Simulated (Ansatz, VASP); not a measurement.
**One calculation of CuO, two programs**

```
Cu O
1.0
     2.34465   -1.71340    0.00000
     2.34465    1.71340    0.00000
    -0.86055    0.00000    5.05944
Cu O
2 2
Direct
  0.00320 0.49680 0.00000
  0.49680 0.00320 0.50000
  0.57140 0.40560 0.25370
  0.40560 0.57140 0.75370
```

Alike in both runs: task relaxation of cell and atoms; functional PBE; k mesh 8 × 8 × 4; occupations fermi-dirac, width 0.05 eV; no spin polarisation.

|  | VASP | Ansatz |
| --- | --- | --- |
| version | VASP 6.6.1 | Ansatz 0.2.0 |
| potentials or method | VASP PAW PBE potentials, release 64 (Cu, O), cutoff 600 eV | all-electron LAPW, scalar-relativistic |

```csv
,VASP,Ansatz,Ansatz less VASP
relaxed volume (Å³/atom),11.19,11.19,-0.001
relaxed length of the cell vector where the two differ most in proportion (Å),5.170,5.154,-0.0161
```

Ansatz ran all-electron here, and VASP with PAW potentials.

Noted on Ansatz's run: the k mesh is thin for a metal, which can move the energy by tens of meV per atom.
